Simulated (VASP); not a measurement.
A run of VASP 6.6.1 is set up as follows.

Contents of INCAR:

```
SYSTEM = HfC
PREC = Accurate
ENCUT = 520
EDIFF = 1E-7
ISMEAR = 0
SIGMA = 0.15
LREAL = .FALSE.
LASPH = .TRUE.
NELM = 60
ALGO = Normal
ISIF = 2
LWAVE = .FALSE.
LCHARG = .FALSE.
GGA = PS
NBANDS = 14
```

File KPOINTS:

```
Automatic mesh
0
G
  18 18 18
  0 0 0
```

File POSCAR:

```
HfC
1.0
    0.0000000000      2.3250000000      2.3250000000
    2.3250000000      0.0000000000      2.3250000000
    2.3250000000      2.3250000000      0.0000000000
Hf C
1 1
Direct
    0.5000000000      0.5000000000      0.5000000000
   -0.0483870968     -0.0483870968     -0.0884722802
```

Potentials or basis: VASP PAW PBE potentials, release 64 (Hf_pv, C).

Command:

```console
$ cat potpaw_PBE.64/Hf_pv/POTCAR potpaw_PBE.64/C/POTCAR > POTCAR
$ mpirun -np 1 vasp_std > vasp.out
```

Question: What does it give for the pressure?

Answer: 14.2 GPa.

Question: Estimate the band gap on the k mesh.

Answer: 1.12 eV (least direct gap 1.33 eV).

Question: Predict the largest force.

Answer: 3.863 eV/Å.

Stress tensor (GPa, compression positive):
```
19.36 -7.95 -5.15
-7.95 19.36 -5.15
-5.15 -5.15  3.87
```

Caveat: the cell differs from its parent crystal (atom 2 (C) moved by (-0.450, -0.225) A along [1 1 0] and z); the cell stands under pressure; the PAW data sets were made with another functional, which shifts forces and pressure a little; spin-orbit coupling is left out, which moves the levels of the heavy elements. A k mesh can miss the band edges.
